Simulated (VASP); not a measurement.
# NbSb (F-43m) in VASP: single point with r2SCAN

Aim: the single point of NbSb with r2SCAN.

Everything below comes from runs of VASP 6.6.1. Logs are shortened: lines on timing, memory, paths and dates and some standing lists are left out, and cuts for length are marked.

## 1. The cell of the first run

It takes space group F-43m (No. 216, cubic). Conventional cell: a = 6.412 Å, b = 6.412 Å, c = 6.412 Å, α = 90.00°, β = 90.00°, γ = 90.00°. Within 3.7 Å of Nb (site symmetry -43m) lie 4 Sb at 2.78 Å. Sb (site symmetry -43m) has 4 Nb at 2.78 Å within 3.7 Å.

## 2. Single point, r2SCAN (32.95 Å³/atom)

Contents of POSCAR:

```
NbSb
1.0
    0.0000000000      3.2059468831      3.2059468831
    3.2059468831      0.0000000000      3.2059468831
    3.2059468831      3.2059468831      0.0000000000
Nb Sb
1 1
Direct
    0.0000000000      0.0000000000      0.0000000000
    0.2500000000      0.2500000000      0.2500000000
```

Contents of INCAR.step1:

```
ALGO = Normal
EDIFF = 1E-4
ENCUT = 520
GGA = PE
ISMEAR = 0
LASPH = True
LCHARG = False
LREAL = False
LWAVE = True
NBANDS = 16
NELM = 80
PREC = Accurate
SIGMA = 0.05
```

Contents of INCAR.step2:

```
ALGO = Normal
EDIFF = 1E-6
ENCUT = 520
ISIF = 2
ISMEAR = 0
ISTART = 1
LASPH = True
LCHARG = False
LMIXTAU = True
LREAL = False
LWAVE = False
METAGGA = R2SCAN
NBANDS = 16
NELM = 80
PREC = Accurate
SIGMA = 0.05
```

Contents of KPOINTS:

```
k-points
0
Gamma
  10 10 10
```

Potentials or basis: VASP PAW PBE potentials, release 64 (Nb_sv, Sb).

Command:

```
$ cat potpaw_PBE.64/Nb_sv/POTCAR potpaw_PBE.64/Sb/POTCAR > POTCAR
$ cp INCAR.step1 INCAR
$ mpirun -np 1 vasp_std > vasp.out
$ cp INCAR.step2 INCAR
$ mpirun -np 1 vasp_std > vasp.out
```

OUTCAR:

```text
EDIFF = 1E-6
   ENCUT = 520
   ISIF = 2
   ISMEAR = 0
   ISTART = 1
   LASPH = True
   LREAL = False
   METAGGA = R2SCAN
   NELM = 80
   PREC = Accurate

 ion  position               nearest neighbor table
   1  0.000  0.000  0.000-   2 2.78   2 2.78   2 2.78   2 2.78
   2  0.250  0.250  0.250-   1 2.78   1 2.78   1 2.78   1 2.78

  LATTYP: Found a face centered cubic cell.
 ALAT       =     6.4118937662

  Lattice vectors:

 A1 = (   0.0000000000,   3.2059468831,   3.2059468831)
 A2 = (   3.2059468831,   0.0000000000,   3.2059468831)
 A3 = (   3.2059468831,   3.2059468831,   0.0000000000)

Analysis of symmetry for initial positions (statically):
=====================================================================
 Subroutine PRICEL returns:
 Original cell was already a primitive cell.

 Routine SETGRP: Setting up the symmetry group for a
 face centered cubic supercell.

 Subroutine GETGRP returns: Found 24 space group operations
 (whereof 24 operations were pure point group operations)
 out of a pool of 48 trial point group operations.

The static configuration has the point symmetry T_d .

Analysis of symmetry for dynamics (positions and initial velocities):
=====================================================================
 Subroutine PRICEL returns:
 Original cell was already a primitive cell.

 Routine SETGRP: Setting up the symmetry group for a
 face centered cubic supercell.

 Subroutine GETGRP returns: Found 24 space group operations
 (whereof 24 operations were pure point group operations)
 out of a pool of 48 trial point group operations.

The dynamic configuration has the point symmetry T_d .

 Subroutine INISYM returns: Found 24 space group operations
 (whereof 24 operations are pure point group operations),
 and found     1 'primitive' translations

----------------------------------------------------------------------------------------

                                     Primitive cell

  volume of cell :      65.9021

  direct lattice vectors                    reciprocal lattice vectors
     0.000000000  3.205946883  3.205946883    -0.155960163  0.155960163  0.155960163
     3.205946883  0.000000000  3.205946883     0.155960163 -0.155960163  0.155960163
     3.205946883  3.205946883  0.000000000     0.155960163  0.155960163 -0.155960163

  length of vectors
     4.533893562  4.533893562  4.533893562     0.270130927  0.270130927  0.270130927

  position of ions in fractional coordinates (direct lattice)
     0.000000000  0.000000000  0.000000000
     0.250000000  0.250000000  0.250000000

  ion indices of the primitive-cell ions
   primitive index   ion index
                 1           1
                 2           2

----------------------------------------------------------------------------------------

 KPOINTS: k-points

Automatic generation of k-mesh.
 Grid dimensions read from file:
 generate k-points for:   10   10   10

 Generating k-lattice:

  Cartesian coordinates                     Fractional coordinates (reciprocal lattice)
    -0.015596016  0.015596016  0.015596016     0.100000000  0.000000000  0.000000000
     0.015596016 -0.015596016  0.015596016     0.000000000  0.100000000  0.000000000
     0.015596016  0.015596016 -0.015596016     0.000000000  0.000000000  0.100000000

  Length of vectors
     0.027013093  0.027013093  0.027013093

  Shift w.r.t. Gamma in fractional coordinates (k-lattice)
     0.000000000  0.000000000  0.000000000

 Subroutine IBZKPT returns following result:
 ===========================================

 Found     47 irreducible k-points:

 Following reciprocal coordinates:
            Coordinates               Weight
  0.000000  0.000000  0.000000      1.000000
  0.100000  0.000000  0.000000      8.000000
  0.200000  0.000000  0.000000      8.000000
  0.300000  0.000000  0.000000      8.000000
  0.400000  0.000000  0.000000      8.000000
  0.500000  0.000000  0.000000      4.000000
[... 16 lines left out ...]
  0.300000  0.300000  0.000000      6.000000
  0.400000  0.300000  0.000000     24.000000
 [... further k-points ...]
   k-points           NKPTS =     47   k-points in BZ     NKDIM =     47   number of bands    NBANDS=     16
   number of dos      NEDOS =    301   number of ions     NIONS =      2
   total plane-waves  NPLWV =  46656
   dimension x,y,z NGX =    36 NGY =   36 NGZ =   36
   dimension x,y,z NGXF=    72 NGYF=   72 NGZF=   72
   ions per type =               1   1
   NGX,Y,Z   is equivalent  to a cutoff of  13.20, 13.20, 13.20 a.u.
   NGXF,Y,Z  is equivalent  to a cutoff of  26.40, 26.40, 26.40 a.u.
 SYSTEM =  unknown system
   PREC   = accura    normal or accurate (medium, high low for compatibility)
   ISTART =      1    job   : 0-new  1-cont  2-samecut
   ICHARG =      0    charge: 1-file 2-atom 10-const
   ISPIN  =      1    spin polarized calculation?
   LNONCOLLINEAR =      F non collinear calculations
   LSORBIT =      F    spin-orbit coupling
   LASPH  =      T    aspherical Exc in radial PAW
   ENCUT  =  520.0 eV  38.22 Ry    6.18 a.u.   8.43  8.43  8.43*2*pi/ulx,y,z
   NELM   =     80;   NELMIN=  2; NELMDL=  0     # of ELM steps
   EDIFF  = 0.1E-05   stopping-criterion for ELM
   LREAL  =      F    real-space projection
   EDIFFG = 0.1E-04   stopping-criterion for IOM
   NSW    =      0    number of steps for IOM
   IBRION =     -1    ionic relax: 0-MD 1-quasi-New 2-CG
   NFREE  =      0    steps in history (QN), initial steepest desc. (CG)
   ISIF   =      2    stress and relaxation
   ISYM   =      2    0-nonsym 1-usesym 2-fastsym
   POTIM  = 0.5000    time-step for ionic-motion
   TEBEG  =    0.0;   TEEND  =   0.0 temperature during run
   PSTRESS=    0.0 pullay stress
   NELECT =      18.0000    total number of electrons
   NUPDOWN=      -1.0000    fix difference up-down
   EMIN   =  10.00;   EMAX   =-10.00  energy-range for DOS
   EFERMI =   0.00;   METHOD = LEGACY
   ISMEAR =     0;   SIGMA  =   0.05  broadening in eV -4-tet -1-fermi 0-gaus
   EFERMI_NEDOS =   21; number of points for ismear=-14 and -15
   IALGO  =     38    algorithm
   IMIX   =      4    mixing-type and parameters
     AMIX     =   0.40;   BMIX     =  1.00
     AMIX_MAG =   1.60;   BMIX_MAG =  1.00
  volume/ion in A,a.u.               =      32.95       222.36
  Fermi-wavevector in a.u.,A,eV,Ry     =   1.062183  2.007235 15.350538  1.128233
  Thomas-Fermi vector in A             =   2.197625
   LORBIT       =      0    0 simple, 1 ext, 2 COOP (PROOUT), +10 PAW based schemes
   METAGGA = R2SCAN    functional components
   LHFCALC =     F    Hartree Fock is set to
   AEXX    =    0.0000 exact exchange contribution
   IVDW    =     0    specifies the selected vdW correction
   LEPSILON=     F    determine dielectric tensor
   LRPA    =     F    only Hartree local field effects (RPA)
 non-spin polarized calculation
 Gauss-broadening in eV      SIGMA  =   0.05
  energy-cutoff  :      520.00
  volume of cell :       65.90
 maximum number of plane-waves:      1807
 NGX is ok and might be reduce to    36
   NGX = 17   NGY = 17   NGZ = 17

 number of electron      17.9999999 magnetization

 Free energy of the ion-electron system (eV)
  ---------------------------------------------------
  ext. energy  EPLUGINS =         0.00000000
  ---------------------------------------------------
  free energy    TOTEN  =       -48.79800508 eV

  energy without entropy =      -48.79333534  energy(sigma->0) =      -48.79567021

 E-fermi :   5.3761     XC(G=0):  -9.6005

 val. band max:        5.3738788478   @ k =  -0.3000   0.3000   0.1000
 cond. band min:       5.3789288989   @ k =   0.2000   0.0000   0.0000
 fundamental gap:      0.0050500511
 Fermi energy:         5.3761198390

 k-point     1 :       0.0000    0.0000    0.0000
  band No.  band energies     occupation
      1     -52.0820      2.00000
      2     -27.4327      2.00000
      3     -27.4327      2.00000
      4     -27.4327      2.00000
      5      -5.0003      2.00000
      6       2.5361      2.00000
[... 8 lines left out ...]
     15      11.9471      0.00000
     16      11.9471      0.00000

 k-point     2 :       0.1000    0.0000    0.0000
  band No.  band energies     occupation
      1     -52.0819      2.00000
      2     -27.4350      2.00000
      3     -27.4331      2.00000
      4     -27.4331      2.00000
      5      -4.9307      2.00000
      6       2.4125      2.00000
[... 8 lines left out ...]
     15      11.9526      0.00000
     16      12.1240      0.00000

 k-point     3 :       0.2000    0.0000    0.0000
  band No.  band energies     occupation
      1     -52.0816      2.00000
      2     -27.4410      2.00000
      3     -27.4340      2.00000
      4     -27.4340      2.00000
      5      -4.7407      2.00000
      6       2.1297      2.00000
[... 8 lines left out ...]
     15      11.9694      0.00000
     16      12.5251      0.00000

 k-point     4 :       0.3000    0.0000    0.0000
  band No.  band energies     occupation
      1     -52.0812      2.00000
      2     -27.4485      2.00000
      3     -27.4352      2.00000
      4     -27.4352      2.00000
      5      -4.4879      2.00000
      6       1.8427      2.00000
[... 8 lines left out ...]
     15      12.4346      0.00000
     16      12.9074      0.00000
[... 324 lines left out ...]
 k-point    22 :      -0.2000    0.2000    0.0000
  band No.  band energies     occupation
      1     -52.0811      2.00000
      2     -27.4481      2.00000
      3     -27.4390      2.00000
      4     -27.4352      2.00000
      5      -4.4009      2.00000
      6       1.9062      2.00000
[... 8 lines left out ...]
     15      11.7026      0.00000
     16      12.9532      0.00000

 k-point    23 :       0.3000    0.3000    0.0000
  band No.  band energies     occupation
      1     -52.0810      2.00000
      2     -27.4488      2.00000
      3     -27.4385      2.00000
      4     -27.4385      2.00000
      5      -4.3120      2.00000
      6       1.6191      2.00000
[... 8 lines left out ...]
     15      11.6282      0.00000
     16      14.5407      0.00000

 k-point    24 :       0.4000    0.3000    0.0000
  band No.  band energies     occupation
      1     -52.0808      2.00000
      2     -27.4524      2.00000
      3     -27.4401      2.00000
      4     -27.4395      2.00000
      5      -4.1345      2.00000
      6       1.5259      2.00000
[... 8 lines left out ...]
     15      11.7707      0.00000
     16      14.3194      0.00000

 [... further k-points ...]

------------------------ aborting loop because EDIFF is reached ----------------------------------------

  FORCE on cell =-STRESS in cart. coord.  units (eV):
  Direction    XX          YY          ZZ          XY          YZ          ZX
  --------------------------------------------------------------------------------------
  -------------------------------------------------------------------------------------
  Total       -1.7626447     -1.7626447     -1.7626447      0.0000000     -0.0000000      0.0000000
  in kB      -42.8525243    -42.8525243    -42.8525243      0.0000000     -0.0000000      0.0000000
  external PRESSURE =     -42.8525243 kB  Pullay stress =       0.0000000 kB

 VOLUME and BASIS-vectors are now :
 -----------------------------------------------------------------------------
  energy-cutoff  :      520.00
  volume of cell :       65.90
      direct lattice vectors                 reciprocal lattice vectors
     0.000000000  3.205946883  3.205946883    -0.155960163  0.155960163  0.155960163
     3.205946883  0.000000000  3.205946883     0.155960163 -0.155960163  0.155960163
     3.205946883  3.205946883  0.000000000     0.155960163  0.155960163 -0.155960163

 POSITION                                       TOTAL-FORCE (eV/Angst)
 -----------------------------------------------------------------------------------
      0.00000      0.00000      0.00000        -0.000000     -0.000000     -0.000000
      1.60297      1.60297      1.60297         0.000000      0.000000      0.000000
 -----------------------------------------------------------------------------------
    total drift:                                0.000000      0.000000      0.000000

  FREE ENERGIE OF THE ION-ELECTRON SYSTEM (eV)
  ---------------------------------------------------
  free  energy   TOTEN  =       -48.7980050831 eV

  energy  without entropy=      -48.7933353390  energy(sigma->0) =      -48.79567021
```

Wall time 2.8 min (1 thread of Intel Xeon Platinum 8259CL at 2.50GHz (Skylake/Cascade Lake), shared host); peak memory 0.24 GiB.

What came out:

- Free energy: -48.7980 eV
- Pressure: -4.3 GPa
- Band gap on the k mesh: zero (bands 9 and 10 overlap by 0.31 eV)

Levels at points of the mesh, in eV from the Fermi level:
| k point | band 5 | band 6 | band 7 | band 8 | band 9 | band 10 | band 11 | band 12 | band 13 | band 14 |
| --- | --- | --- | --- | --- | --- | --- | --- | --- | --- | --- |
| (0.00, 0.00, 0.00) | -10.38 | -2.84 | -2.84 | -2.84 | 0.07 | 0.07 | 3.02 | 4.91 | 4.91 | 4.91 |
| (0.50, 0.00, 0.00) | -9.55 | -3.79 | -2.52 | -2.52 | 0.25 | 0.25 | 0.33 | 2.78 | 2.78 | 4.41 |
| (0.50, 0.50, 0.00) | -9.26 | -4.08 | -1.91 | -1.91 | -0.66 | 0.48 | 0.51 | 1.00 | 1.00 | 5.58 |

Caveat: the cell stands under tension; the PAW data sets were made with another functional, which shifts forces and pressure a little; spin-orbit coupling is left out, which moves the levels of the heavy elements.
